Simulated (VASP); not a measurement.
# CdSe (P1) in VASP: relaxation of the atoms with r2SCAN

Aim: the relaxation of the atoms of CdSe with r2SCAN.

All numbers are computed with VASP 6.6.1; they aren't measurements. Logs are shortened: lines on timing, memory, paths and dates and some standing lists are left out, and cuts for length are marked.

### Step 1. The cell of the first run

The typed cell holds 4 atoms: a = 4.300 Å, b = 4.300 Å, c = 7.020 Å, α = 90.00°, β = 90.00°, γ = 120.00°.

### Step 2. Relaxation of the atoms, r2SCAN (atoms moved at random)

Contents of INCAR:

```
ALGO = Normal ; EDIFF = 1E-7
EDIFFG = -0.002 ; EFERMI = MIDGAP
ENCUT = 550 ; GGA_COMPAT = F
IBRION = 2 ; ISIF = 2
ISMEAR = 0 ; KPAR = 2
LASPH = T ; LCHARG = F
LMIXTAU = T ; LREAL = F
LWAVE = F ; METAGGA = R2SCAN
NELM = 120 ; NELMIN = 4
NSW = 120 ; PREC = Accurate
SIGMA = 0.03
```

Contents of KPOINTS:

```
Automatic mesh
0
Gamma
  6 6 3
  0 0 0
```

Contents of POSCAR:

```
CdSe
1.0
    4.3000000000      0.0000000000      0.0000000000
   -2.1500000000      3.7239092363      0.0000000000
    0.0000000000      0.0000000000      7.0200000000
Cd Se
2 2
Direct
    0.6664070000      0.3316850000      0.5033600000
    0.3262040000      0.6608840000     -0.0039870000
    0.6695650000      0.3323670000      0.8828480000
    0.3053670000      0.6419320000      0.3918770000
```

Potentials or basis: VASP PAW PBE potentials, release 64 (Cd, Se).

Run with:

```bash
cat potpaw_PBE.64/Cd/POTCAR potpaw_PBE.64/Se/POTCAR > POTCAR
mpirun -np 2 vasp_std > vasp.out
```

OUTCAR:

```text
EDIFF = 1E-7
   EDIFFG = -0.002
   EFERMI = MIDGAP
   ENCUT = 550
   IBRION = 2
   ISIF = 2
   ISMEAR = 0
   LASPH = T
   LREAL = F
   METAGGA = R2SCAN
   NELM = 120
   NELMIN = 4
   NSW = 120
   PREC = Accurate

 ion  position               nearest neighbor table
   1  0.666  0.332  0.503-   4 2.51   4 2.62   3 2.66   4 2.69
   2  0.326  0.661  0.996-   3 2.57   3 2.62   3 2.63   4 2.78
   3  0.670  0.332  0.883-   2 2.57   2 2.62   2 2.63   1 2.66
   4  0.305  0.642  0.392-   1 2.51   1 2.62   1 2.69   2 2.78

  LATTYP: Found a hexagonal cell.
 ALAT       =     4.3000000000
 C/A-ratio  =     1.6325581395

  Lattice vectors:

 A1 = (   4.3000000000,   0.0000000000,   0.0000000000)
 A2 = (  -2.1500000000,   3.7239092363,   0.0000000000)
 A3 = (   0.0000000000,   0.0000000000,   7.0200000000)

Analysis of symmetry for initial positions (statically):
=====================================================================
 Subroutine PRICEL returns:
 Original cell was already a primitive cell.

 Routine SETGRP: Setting up the symmetry group for a
 hexagonal supercell.

 Subroutine GETGRP returns: Found  1 space group operations
 (whereof  1 operations were pure point group operations)
 out of a pool of 24 trial point group operations.

The static configuration has the point symmetry C_1 .

Analysis of symmetry for dynamics (positions and initial velocities):
=====================================================================
 Subroutine PRICEL returns:
 Original cell was already a primitive cell.

 Routine SETGRP: Setting up the symmetry group for a
 hexagonal supercell.

 Subroutine GETGRP returns: Found  1 space group operations
 (whereof  1 operations were pure point group operations)
 out of a pool of 24 trial point group operations.

The dynamic configuration has the point symmetry C_1 .

 Subroutine INISYM returns: Found  1 space group operations
 (whereof  1 operations are pure point group operations),
 and found     1 'primitive' translations

----------------------------------------------------------------------------------------

                                     Primitive cell

  volume of cell :     112.4099

[... 110 lines left out ...]
   EFERMI_NEDOS =   21; number of points for ismear=-14 and -15
   IALGO  =     38    algorithm
   IMIX   =      4    mixing-type and parameters
     AMIX     =   0.40;   BMIX     =  1.00
     AMIX_MAG =   1.60;   BMIX_MAG =  1.00
  volume/ion in A,a.u.               =      28.10       189.64
  Fermi-wavevector in a.u.,A,eV,Ry     =   1.120059  2.116604 17.068937  1.254531
  Thomas-Fermi vector in A             =   2.256702
   LORBIT       =      0    0 simple, 1 ext, 2 COOP (PROOUT), +10 PAW based schemes
   METAGGA = R2SCAN    functional components
   LHFCALC =     F    Hartree Fock is set to
   AEXX    =    0.0000 exact exchange contribution
   IVDW    =     0    specifies the selected vdW correction
   LEPSILON=     F    determine dielectric tensor
   LRPA    =     F    only Hartree local field effects (RPA)

   CSHIFT  =0.1000    complex shift for real part using Kramers Kronig

   OMEGAMAX=  -1.0    maximum frequency
 conjugate gradient relaxation of ions
 non-spin polarized calculation
 Gauss-broadening in eV      SIGMA  =   0.03
  energy-cutoff  :      550.00
  volume of cell :      112.41
 maximum number of plane-waves:      3310
 NGX is ok and might be reduce to    36
   NGX = 17   NGY = 17   NGZ = 27

--------------------------------------- Ionic step        1  -------------------------------------------

 number of electron      35.9999997 magnetization

 Free energy of the ion-electron system (eV)
  ---------------------------------------------------
  ext. energy  EPLUGINS =         0.00000000
  ---------------------------------------------------
  free energy    TOTEN  =       -71.71547543 eV

  energy without entropy =      -71.71547543  energy(sigma->0) =      -71.71547543

------------------------ aborting loop because EDIFF is reached ----------------------------------------

  FORCE on cell =-STRESS in cart. coord.  units (eV):
  Direction    XX          YY          ZZ          XY          YZ          ZX
  --------------------------------------------------------------------------------------
  -------------------------------------------------------------------------------------
  Total        2.9613286      1.2820040      0.2758696      0.8981020     -0.2730340     -0.2420021
  in kB       42.2077815     18.2723886      3.9319655     12.8006379     -3.8915511     -3.4492531
  external PRESSURE =      21.4707118 kB  Pullay stress =       0.0000000 kB
[... 95 lines left out ...]
  FREE ENERGIE OF THE ION-ELECTRON SYSTEM (eV)
  ---------------------------------------------------
  free  energy   TOTEN  =       -71.8037610718 eV

  energy  without entropy=      -71.8037610718  energy(sigma->0) =      -71.80376107

[... ionic steps 4 to 20 ...]

--------------------------------------- Ionic step       21  -------------------------------------------

 number of electron      36.0000002 magnetization

------------------------ aborting loop because EDIFF is reached ----------------------------------------
[... 71 lines left out ...]
--------------------------------------- Ionic step       23  -------------------------------------------

 number of electron      36.0000002 magnetization

 Free energy of the ion-electron system (eV)
  ---------------------------------------------------
  ext. energy  EPLUGINS =         0.00000000
  ---------------------------------------------------
  free energy    TOTEN  =       -71.80954399 eV

  energy without entropy =      -71.80954399  energy(sigma->0) =      -71.80954399

 E-fermi :   1.2350     XC(G=0):  -9.4248

 val. band max:        0.6574754739   @ k =   0.0000   0.0000   0.0000
 cond. band min:       1.8124783648   @ k =   0.0000   0.0000   0.0000
 fundamental gap:      1.1550028909
 Fermi energy:         1.2349769194

 k-point     1 :       0.0000    0.0000    0.0000
  band No.  band energies     occupation
      1     -12.3758      2.00000
      2     -11.9900      2.00000
      3      -7.5080      2.00000
      4      -7.5000      2.00000
      5      -7.4999      2.00000
      6      -7.4258      2.00000
[... 589 lines left out ...]
     21       6.2332      0.00000
     22       6.5277      0.00000

 [... further k-points ...]
[... 5 lines left out ...]
  --------------------------------------------------------------------------------------
  -------------------------------------------------------------------------------------
  Total        1.2120552      1.2114813      1.2064305      0.0004137      0.0003223      0.0004637
  in kB       17.2754079     17.2672283     17.1952396      0.0058967      0.0045944      0.0066097
  external PRESSURE =      17.2459586 kB  Pullay stress =       0.0000000 kB
[... 19 lines left out ...]
  FREE ENERGIE OF THE ION-ELECTRON SYSTEM (eV)
  ---------------------------------------------------
  free  energy   TOTEN  =       -71.8095439926 eV

  energy  without entropy=      -71.8095439926  energy(sigma->0) =      -71.80954399

 reached required accuracy - stopping structural energy minimisation
```

Wall time 31 min (2 MPI ranks of Intel Xeon 6975P-C (Granite Rapids), shared host); peak memory 0.36 GiB.

Results:

| Quantity | Value |
| --- | --- |
| Free energy | -71.8095 eV |
| Energy gained by relaxing | 23.5 meV/atom |
| Ionic steps | 23 |
| Pressure after relaxing | 1.7 GPa |
| Band gap on the k mesh | 1.16 eV |

The path:
```
step  energy change (eV)  largest force (eV/Å)  pressure (GPa)
   1              0.0000                1.0622            2.15
   2             -0.0713                0.4689            1.83
   3             -0.0883                0.2165            1.75
   4             -0.0883                0.2159            1.75
   5             -0.0926                0.0889            1.73
   6             -0.0935                0.0556            1.72
   7             -0.0935                0.0535            1.72
   8             -0.0937                0.0231            1.72
   9             -0.0938                0.0112            1.72
  10             -0.0938                0.0107            1.72
  11             -0.0938                0.0093            1.72
  12             -0.0938                0.0104            1.72
  13             -0.0939                0.0092            1.72
  14             -0.0939                0.0115            1.72
  15             -0.0939                0.0307            1.72
  16             -0.0939                0.0205            1.72
  17             -0.0939                0.0197            1.72
  18             -0.0940                0.0170            1.72
  19             -0.0940                0.0117            1.72
  20             -0.0941                0.0035            1.72
  21             -0.0941                0.0041            1.72
  22             -0.0941                0.0036            1.72
  23             -0.0941                0.0017            1.72
```

Final structure:
```yaml
crystal:
  lattice:
    - [4.30000, 0.00000, 0.00000]
    - [-2.15000, 3.72391, 0.00000]
    - [0.00000, 0.00000, 7.02000]
  atoms:
    - { symbol: Cd, position: [0.65846, 0.32506, 0.50579] }
    - { symbol: Cd, position: [0.32530, 0.65837, 0.00575] }
    - { symbol: Se, position: [0.65864, 0.32505, 0.88129] }
    - { symbol: Se, position: [0.32514, 0.65839, 0.38127] }
```

Caveat: the cell differs from its parent crystal (atoms moved at random); the PAW data sets were made with another functional, which shifts forces and pressure a little.
